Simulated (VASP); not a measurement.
# Mn3Cu (P-6m2) in VASP: single point with PBE

Aim: the single point of Mn3Cu with PBE.

Program: VASP 6.6.1. These are calculated values, not measurements. Logs are shortened: lines on timing, memory, paths and dates and some standing lists are left out, and cuts for length are marked.

## Step 1: The cell of the first run

It takes space group P-6m2 (No. 187, hexagonal). Conventional cell: a = 2.500 Å, b = 2.500 Å, c = 8.292 Å, α = 90.00°, β = 90.00°, γ = 120.00°. Mn (site symmetry -6m2) has 12 Mn at 2.44 to 2.50 Å within 3.2 Å. Within 3.2 Å of Mn (site symmetry 3m) lie 9 Mn at 2.44 to 2.50 Å and 3 Cu at 2.61 Å. Cu (site symmetry -6m2) has 6 Cu at 2.50 Å and 6 Mn at 2.61 Å within 3.3 Å.

## Step 2: Single point, PBE, collinear spin, ferrimagnetic start

Input file INCAR:

```
ALGO     = Normal         # electronic algorithm
EDIFF    = 1E-6           # SCF threshold, eV
ENCUT    = 520            # plane-wave cutoff, eV
GGA      = PE             # functional
ISIF     = 2              # what is computed and relaxed
ISMEAR   = 0              # smearing method
ISPIN    = 2              # spin polarisation
KPAR     = 4            
LASPH    = True           # aspherical terms in the spheres
LCHARG   = False          # write CHGCAR
LMAXMIX  = 4              # l up to which the mixer works
LORBIT   = 11             # projections on sites
LREAL    = False          # projectors in reciprocal space
LWAVE    = False          # write WAVECAR
MAGMOM   = -0.74 1.15 1.15 0 # initial moments
NBANDS   = 37             # bands
NELM     = 150            # most SCF steps
PREC     = Accurate       # precision mode
SIGMA    = 0.1            # smearing width, eV
```

Input file KPOINTS:

```
k-points
0
Gamma
  24 24 6
```

Input file POSCAR:

```
Mn3Cu
1.0
    2.4999544239      0.0000000000      0.0000000000
   -1.2499772119      2.1650240394      0.0000000000
    0.0000000000      0.0000000000      8.2919485499
Mn Cu
3 1
Direct
    0.3333333333      0.6666666667      0.0000000000
    0.6666666667      0.3333333333      0.2376896629
    0.6666666667      0.3333333333      0.7623103371
    0.3333333333      0.6666666667      0.5000000000
```

Potentials or basis: VASP PAW PBE potentials, release 64 (Mn_pv, Cu).

On the command line:

```
$ cat potpaw_PBE.64/Mn_pv/POTCAR potpaw_PBE.64/Cu/POTCAR > POTCAR
$ mpirun -np 4 vasp_std > vasp.out
```

OUTCAR:

```text
EDIFF = 1E-6
   ENCUT = 520
   GGA = PE
   ISIF = 2
   ISMEAR = 0
   ISPIN = 2
   LASPH = True
   LORBIT = 11
   LREAL = False
   NELM = 150
   PREC = Accurate

 ion  position               nearest neighbor table
   1  0.333  0.667  0.000-   2 2.44   3 2.44   2 2.44   3 2.44   2 2.44   3 2.44
   2  0.667  0.333  0.238-   1 2.44   1 2.44   1 2.44   4 2.61   4 2.61   4 2.61
   3  0.667  0.333  0.762-   1 2.44   1 2.44   1 2.44   4 2.61   4 2.61   4 2.61
   4  0.333  0.667  0.500-   2 2.61   3 2.61   2 2.61   3 2.61   2 2.61   3 2.61

  LATTYP: Found a hexagonal cell.
 ALAT       =     2.4999544239
 C/A-ratio  =     3.3168398874

  Lattice vectors:

 A1 = (   2.4999544239,   0.0000000000,   0.0000000000)
 A2 = (  -1.2499772119,   2.1650240394,   0.0000000000)
 A3 = (   0.0000000000,   0.0000000000,   8.2919485499)

Analysis of symmetry for initial positions (statically):
=====================================================================
 Subroutine PRICEL returns:
 Original cell was already a primitive cell.

 Routine SETGRP: Setting up the symmetry group for a
 hexagonal supercell.

 Subroutine GETGRP returns: Found 12 space group operations
 (whereof 12 operations were pure point group operations)
 out of a pool of 24 trial point group operations.

The static configuration has the point symmetry D_3h.

Analysis of symmetry for dynamics (positions and initial velocities):
=====================================================================
 Subroutine PRICEL returns:
 Original cell was already a primitive cell.

 Routine SETGRP: Setting up the symmetry group for a
 hexagonal supercell.

 Subroutine GETGRP returns: Found 12 space group operations
 (whereof 12 operations were pure point group operations)
 out of a pool of 24 trial point group operations.

The dynamic configuration has the point symmetry D_3h.

Analysis of structural, dynamic, and magnetic symmetry:
=====================================================================
 Subroutine PRICEL returns:
 Original cell was already a primitive cell.

 Routine SETGRP: Setting up the symmetry group for a
 hexagonal supercell.

 Subroutine GETGRP returns: Found 12 space group operations
 (whereof 12 operations were pure point group operations)
 out of a pool of 24 trial point group operations.

The overall configuration has the point symmetry D_3h.

 Subroutine INISYM returns: Found 12 space group operations
 (whereof 12 operations are pure point group operations),
 and found     1 'primitive' translations

----------------------------------------------------------------------------------------

                                     Primitive cell

  volume of cell :      44.8799

  direct lattice vectors                    reciprocal lattice vectors
     2.499954424  0.000000000  0.000000000     0.400007292  0.230944318  0.000000000
    -1.249977212  2.165024039  0.000000000     0.000000000  0.461888636  0.000000000
     0.000000000  0.000000000  8.291948550     0.000000000  0.000000000  0.120598915

  length of vectors
     2.499954424  2.499954424  8.291948550     0.461888636  0.461888636  0.120598915

  position of ions in fractional coordinates (direct lattice)
     0.333333333  0.666666667  0.000000000
     0.666666667  0.333333333  0.237689663
     0.666666667  0.333333333  0.762310337
     0.333333333  0.666666667  0.500000000

  ion indices of the primitive-cell ions
   primitive index   ion index
                 1           1
                 2           2
                 3           3
                 4           4

----------------------------------------------------------------------------------------

 KPOINTS: k-points

Automatic generation of k-mesh.
 Grid dimensions read from file:
 generate k-points for:   24   24    6

 Generating k-lattice:

  Cartesian coordinates                     Fractional coordinates (reciprocal lattice)
     0.016666971  0.009622680  0.000000000     0.041666667 -0.000000000  0.000000000
     0.000000000  0.019245360  0.000000000     0.000000000  0.041666667  0.000000000
     0.000000000  0.000000000  0.020099819     0.000000000  0.000000000  0.166666667

  Length of vectors
     0.019245360  0.019245360  0.020099819

  Shift w.r.t. Gamma in fractional coordinates (k-lattice)
     0.000000000  0.000000000  0.000000000

 Subroutine IBZKPT returns following result:
 ===========================================

 Found    244 irreducible k-points:

 Following reciprocal coordinates:
            Coordinates               Weight
  0.000000  0.000000  0.000000      1.000000
  0.041667  0.000000  0.000000      6.000000
  0.083333 -0.000000  0.000000      6.000000
  0.125000  0.000000  0.000000      6.000000
  0.166667  0.000000  0.000000      6.000000
  0.208333 -0.000000  0.000000      6.000000
[... 16 lines left out ...]
  0.416667  0.041667  0.000000     12.000000
  0.458333  0.041667  0.000000     12.000000
 [... further k-points ...]
   k-points           NKPTS =    244   k-points in BZ     NKDIM =    244   number of bands    NBANDS=     37
   number of dos      NEDOS =    301   number of ions     NIONS =      4
   total plane-waves  NPLWV =  25600
   dimension x,y,z NGX =    20 NGY =   20 NGZ =   64
   dimension x,y,z NGXF=    40 NGYF=   40 NGZF=  128
   ions per type =               3   1
   NGX,Y,Z   is equivalent  to a cutoff of  13.30, 13.30, 12.83 a.u.
   NGXF,Y,Z  is equivalent  to a cutoff of  26.60, 26.60, 25.66 a.u.
 SYSTEM =  unknown system
   PREC   = accura    normal or accurate (medium, high low for compatibility)
   ISTART =      0    job   : 0-new  1-cont  2-samecut
   ICHARG =      2    charge: 1-file 2-atom 10-const
   ISPIN  =      2    spin polarized calculation?
   LNONCOLLINEAR =      F non collinear calculations
   LSORBIT =      F    spin-orbit coupling
   LASPH  =      T    aspherical Exc in radial PAW
   ENCUT  =  520.0 eV  38.22 Ry    6.18 a.u.   4.65  4.65 15.42*2*pi/ulx,y,z
   NELM   =    150;   NELMIN=  2; NELMDL= -5     # of ELM steps
   EDIFF  = 0.1E-05   stopping-criterion for ELM
   LREAL  =      F    real-space projection
   EDIFFG = 0.1E-04   stopping-criterion for IOM
   NSW    =      0    number of steps for IOM
   IBRION =     -1    ionic relax: 0-MD 1-quasi-New 2-CG
   NFREE  =      0    steps in history (QN), initial steepest desc. (CG)
   ISIF   =      2    stress and relaxation
   ISYM   =      2    0-nonsym 1-usesym 2-fastsym
   POTIM  = 0.5000    time-step for ionic-motion
   TEBEG  =    0.0;   TEEND  =   0.0 temperature during run
   PSTRESS=    0.0 pullay stress
   NELECT =      50.0000    total number of electrons
   NUPDOWN=      -1.0000    fix difference up-down
   EMIN   =  10.00;   EMAX   =-10.00  energy-range for DOS
   EFERMI =   0.00;   METHOD = LEGACY
   ISMEAR =     0;   SIGMA  =   0.10  broadening in eV -4-tet -1-fermi 0-gaus
   EFERMI_NEDOS =   21; number of points for ismear=-14 and -15
   IALGO  =     38    algorithm
   IMIX   =      4    mixing-type and parameters
     AMIX     =   0.40;   BMIX     =  1.00
     AMIX_MAG =   1.60;   BMIX_MAG =  1.00
  volume/ion in A,a.u.               =      11.22        75.72
  Fermi-wavevector in a.u.,A,eV,Ry     =   1.697127  3.207105 39.188048  2.880240
  Thomas-Fermi vector in A             =   2.777865
   LORBIT       =     11    0 simple, 1 ext, 2 COOP (PROOUT), +10 PAW based schemes
   GGA     = PE    functional components
   LHFCALC =     F    Hartree Fock is set to
   AEXX    =    0.0000 exact exchange contribution
   IVDW    =     0    specifies the selected vdW correction
   LEPSILON=     F    determine dielectric tensor
   LRPA    =     F    only Hartree local field effects (RPA)
 spin polarized calculation
 Gauss-broadening in eV      SIGMA  =   0.10
  energy-cutoff  :      520.00
  volume of cell :       44.88
 maximum number of plane-waves:      1230
 NGX is ok and might be reduce to    20
   NGX =  9   NGY =  9   NGZ = 31

 number of electron      50.0000018 magnetization       1.5961014

 Free energy of the ion-electron system (eV)
  ---------------------------------------------------
  ext. energy  EPLUGINS =         0.00000000
  ---------------------------------------------------
  free energy    TOTEN  =       -30.16025458 eV

  energy without entropy =      -30.14271647  energy(sigma->0) =      -30.15148553

 E-fermi :   9.4409     XC(G=0): -13.5549

 val. band max:        9.4408391709   @ k =   0.3333   0.1250   0.5000
 cond. band min:       9.4413068280   @ k =   0.4167   0.1250   0.1667
 fundamental gap:      0.0004676572
 Fermi energy:         9.4409001262

 spin component 1

 k-point     1 :       0.0000    0.0000    0.0000
  band No.  band energies     occupation
      1     -39.1296      1.00000
      2     -39.0614      1.00000
      3     -38.6105      1.00000
      4     -38.6105      1.00000
      5     -38.6082      1.00000
      6     -38.6082      1.00000
[... 29 lines left out ...]
     36      24.4984      0.00000
     37      30.0853      0.00000
[... 918 lines left out ...]
     36      20.0432      0.00000
     37      20.7902      0.00000

 [... further k-points ...]

 spin component 2

 k-point     1 :       0.0000    0.0000    0.0000
  band No.  band energies     occupation
      1     -38.9435      1.00000
      2     -38.5101      1.00000
      3     -38.5101      1.00000
      4     -37.6434      1.00000
      5     -37.5703      1.00000
      6     -37.4625      1.00000
[... 29 lines left out ...]
     36      24.5627      0.00000
     37      30.0709      0.00000
[... 918 lines left out ...]
     36      20.2704      0.00000
     37      20.9004      0.00000

 [... further k-points ...]

------------------------ aborting loop because EDIFF is reached ----------------------------------------

  FORCE on cell =-STRESS in cart. coord.  units (eV):
  Direction    XX          YY          ZZ          XY          YZ          ZX
  --------------------------------------------------------------------------------------
  -------------------------------------------------------------------------------------
  Total        0.0955548      0.0955548      0.1209949      0.0000000     -0.0000000      0.0000000
  in kB        3.4112337      3.4112337      4.3194262      0.0000000     -0.0000000      0.0000000
  external PRESSURE =       3.7139646 kB  Pullay stress =       0.0000000 kB

 VOLUME and BASIS-vectors are now :
 -----------------------------------------------------------------------------
  energy-cutoff  :      520.00
  volume of cell :       44.88
      direct lattice vectors                 reciprocal lattice vectors
     2.499954424  0.000000000  0.000000000     0.400007292  0.230944318  0.000000000
    -1.249977212  2.165024039  0.000000000     0.000000000  0.461888636  0.000000000
     0.000000000  0.000000000  8.291948550     0.000000000  0.000000000  0.120598915

 POSITION                                       TOTAL-FORCE (eV/Angst)
 -----------------------------------------------------------------------------------
     -0.00000      1.44335      0.00000        -0.000000     -0.000000      0.000000
      1.24998      0.72167      1.97091         0.000000      0.000000     -0.005495
      1.24998      0.72167      6.32104         0.000000     -0.000000      0.005495
     -0.00000      1.44335      4.14597         0.000000     -0.000000      0.000000
 -----------------------------------------------------------------------------------
    total drift:                                0.000000     -0.000000      0.000000

  FREE ENERGIE OF THE ION-ELECTRON SYSTEM (eV)
  ---------------------------------------------------
  free  energy   TOTEN  =       -30.1602545826 eV

  energy  without entropy=      -30.1427164723  energy(sigma->0) =      -30.15148553

 total charge

# of ion       s       p       d       tot
------------------------------------------
    1        0.426   6.404   5.170  12.000
    2        0.404   6.350   5.138  11.891
    3        0.404   6.350   5.138  11.891
    4        0.483   0.447   9.131  10.061
--------------------------------------------------
tot          1.717  19.551  24.576  45.844

 magnetization (x)

# of ion       s       p       d       tot
------------------------------------------
    1       -0.009  -0.014  -0.735  -0.758
    2        0.006   0.008   1.141   1.155
    3        0.006   0.008   1.141   1.155
    4       -0.006  -0.019   0.050   0.026
--------------------------------------------------
tot         -0.004  -0.016   1.598   1.579
```

Run time: 3.9 min. Hardware: 4 MPI ranks of Intel Xeon Platinum 8488C (Sapphire Rapids), shared host; peak memory 0.61 GiB.

Results:

```
Free energy                                           : -30.1603 eV
Pressure                                              : 0.4 GPa
Largest force                                         : 0.005 eV/Å
Net moment                                            : 1.60 μB per cell
Site moments                                          : Mn -0.76, +1.16 (each value once); Cu +0.03 μB
Valence electrons inside the program's atomic spheres : Mn 12.00, 11.89 (each value once); Cu 10.06
```

Forces on the atoms (eV/Å):
```
Mn   0.000  0.000  0.000
Mn   0.000  0.000 -0.005
Mn   0.000  0.000  0.005
Cu   0.000  0.000  0.000
```

Stress tensor (GPa, compression positive):
```
0.34 0.00 0.00
0.00 0.34 0.00
0.00 0.00 0.43
```
